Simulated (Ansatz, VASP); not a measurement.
Two plane-wave programs on Ir

```
Ir
1.0
     0.00000    1.91556    1.91556
     1.91556    0.00000    1.91556
     1.91556    1.91556    0.00000
Ir
1
Cartesian
  0.0000 0.0000 0.0000
```

Alike in both runs: task single point; functional PBEsol; k mesh 16 × 16 × 16; occupations gaussian, width 0.05 eV; no spin polarisation.

|  | VASP | Ansatz |
| --- | --- | --- |
| version | VASP 6.6.1 | Ansatz 0.2.0 |
| potentials or method | VASP PAW PBE potentials, release 64 (Ir_sv_GW), cutoff 500 eV | scalar-relativistic, plane waves, PAW |
| valence electrons in the cell | 17 | 17 |

|  | VASP | Ansatz | Ansatz less VASP |
| --- | --- | --- | --- |
| gap on the k mesh at the Fermi level (eV) | none | none | - |
| pressure (GPa) | -3.3 | 0.0 | +3.29 |

VASP's potentials were made for PBE, not for PBEsol. A gap of «none» marks a metal or a gap that the smearing closes.

Spin-orbit coupling is off throughout.
